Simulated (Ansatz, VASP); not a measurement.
**Ti: VASP beside Ansatz**

File INCAR:

```
SYSTEM = Ti
PREC     = Accurate       ! precision mode
ENCUT    = 520            ! plane-wave cutoff, eV
EDIFF    = 1E-6           ! SCF threshold, eV
ISMEAR   = 0              ! smearing method
SIGMA    = 0.1            ! smearing width, eV
LREAL    = .False.        ! projectors in reciprocal space
LASPH    = .True.         ! aspherical terms in the spheres
NELM     = 60             ! most SCF steps
ALGO     = Normal         ! electronic algorithm
ISIF     = 2              ! what is computed and relaxed
LWAVE    = .False.        ! write WAVECAR
LCHARG   = .True.         ! write CHGCAR
GGA      = PE             ! functional
LELF     = .True.         ! ELF
LVHAR    = .True.       
NBANDS   = 12             ! bands
```

KPOINTS

```
Automatic mesh
0
Gamma
  18 18 18
  0 0 0
```

POSCAR

```
Ti
1.0
    0.0000000000      2.0342427000      2.0342427000
    2.0342427000      0.0000000000      2.0342427000
    2.0342427000      2.0342427000      0.0000000000
Ti
1
Direct
    0.0000000000      0.0000000000      0.0000000000
```

Input for Ansatz:

```yaml
crystal:
  lattice:
    - [0.0, 2.0342427, 2.0342427]
    - [2.0342427, 0.0, 2.0342427]
    - [2.0342427, 2.0342427, 0.0]
  atoms:
    - { symbol: Ti, position: [0.0, 0.0, 0.0] }
basis:
  ecutwfc: 420
kpoints:
  mp_grid: { grid: [18, 18, 18] }
hamiltonian:
  xc: pbe
scf:
  occupations: { method: gaussian, width: 0.1 }
output:
  forces: true
  stress: true
  eigenvalues: true
```

Alike in both runs: task single point; functional PBE; k mesh 18 × 18 × 18; occupations gaussian, width 0.1 eV; no spin polarisation.

|  | VASP | Ansatz |
| --- | --- | --- |
| version | VASP 6.6.1 | Ansatz 0.2.0 |
| potentials or method | VASP PAW PBE potentials, release 64 (Ti_sv), cutoff 520 eV | scalar-relativistic, plane waves, PAW |
| valence electrons in the cell | 12 | 12 |

```csv
,VASP,Ansatz,Ansatz less VASP
gap on the k mesh at the Fermi level (eV),none,none,-
pressure (GPa),3.3,3.6,+0.31
```

A gap of «none» marks a metal or a gap that the smearing closes. With one functional, cell and mesh, what is left measures potentials, basis and numerics.
